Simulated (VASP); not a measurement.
# ReSb: single point with PBEsol

The system is ReSb.

```
CELL_PARAMETERS angstrom
0.04463 2.97531 2.97531
3.01994 0.00000 3.01994
2.97531 2.97531 0.04463
ATOMIC_POSITIONS crystal
Re 0.00000 0.00000 0.00000
Sb 0.25000 0.25000 0.25000
```

```yaml
Program: VASP 6.6.1
Task: single point
Functional: PBEsol
Potentials_or_basis: VASP PAW PBE potentials, release 64 (Re, Sb)
Cutoff: 520 eV
k_mesh: 10 × 10 × 10
Occupations: gaussian, width 0.05 eV
Spin: no spin polarisation
Dipole_correction: no
Further_INCAR_settings: ALGO = Normal; EDIFF = 1e-07; NBANDS = 13
```

| Quantity | Value |
| --- | --- |
| Pressure | 0.2 GPa |
| Largest force | 0.616 eV/Å |
| Band gap on the k mesh | zero (band 6 reaches 4.86 eV, above the bottom of band 7 at 4.75 eV) |

Forces on the atoms (eV/Å):
```
Re   0.000  0.616  0.000
Sb   0.000 -0.616  0.000
```

Stress tensor (GPa, compression positive):
```
 0.17  0.00 -2.10
 0.00  0.35  0.00
-2.10  0.00  0.17
```

Levels at points of the mesh, in eV from the Fermi level:
```tsv
k point	band 2	band 3	band 4	band 5	band 6	band 7	band 8	band 9	band 10	band 11
(0.00, 0.00, 0.00)	-2.96	-2.93	-2.88	-0.30	-0.30	3.91	6.21	6.27	6.35	6.89
(0.50, 0.00, 0.00)	-4.24	-2.61	-2.55	-0.09	-0.09	-0.04	3.27	3.39	4.86	8.96
(0.00, 0.50, 0.00)	-4.28	-2.61	-2.55	-0.11	-0.07	-0.05	3.44	3.58	5.03	9.05
(0.50, 0.50, 0.00)	-4.75	-1.65	-1.64	-0.98	-0.20	0.10	1.00	1.01	6.63	6.83
(0.50, 0.00, 0.50)	-4.75	-1.65	-1.64	-0.98	-0.20	0.10	0.84	1.17	6.49	6.97
```

Run time: 92 s on 1 thread of Intel(R) Xeon(R) Platinum 8375C CPU @ 2.90GHz (Ice Lake), with other jobs on the host, peak memory 0.27 GiB.

Caveat: the PAW data sets were made with another functional, which shifts forces and pressure a little; spin-orbit coupling is left out, which moves the levels of the heavy elements.
